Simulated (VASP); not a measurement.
Ge: single point with r2SCAN

Crystal: Ge.

```
Ge
1.0
    -2.49590    2.65086    1.43695
     2.49590   -2.65086    1.43695
     2.49590    2.65086   -1.43695
Ge
2
Direct
  0.31406 0.06406 0.25000
  0.68594 0.93594 0.75000
```

```yaml
Program: VASP 6.6.1
Task: single point
Functional: r2SCAN
Potentials_or_basis: VASP PAW PBE potentials, release 64 (Ge_d)
Cutoff: 520 eV
k_mesh: 9 × 9 × 9
Occupations: methfessel-paxton, width 0.1 eV
Spin: no spin polarisation
```

| Item | Value |
| --- | --- |
| Pressure | -1.5 GPa |
| Largest force | 0.075 eV/Å |
| Band gap on the k mesh | zero (bands 14 and 15 overlap by 5.56 eV) |

Forces in eV/Å, atoms in the order of the input:
```
Ge   0.000  0.000  0.075
Ge   0.000  0.000 -0.075
```

Stress tensor (GPa, compression positive):
```
-1.50  0.00  0.00
 0.00 -1.98  0.00
 0.00  0.00 -1.08
```

Levels at points of the mesh, in eV from the Fermi level:
```tsv
k point	band 12	band 13	band 14	band 15	band 16	band 17
(0.00, 0.00, 0.00)	-3.87	-2.60	-2.09	3.92	7.28	7.55
```

Run time: 5.4 min on 1 thread of Intel(R) Xeon(R) Platinum 8488C (Sapphire Rapids), on a shared host, peak memory 0.22 GiB.

Caveat: the PAW data sets were made with another functional, which shifts forces and pressure a little.
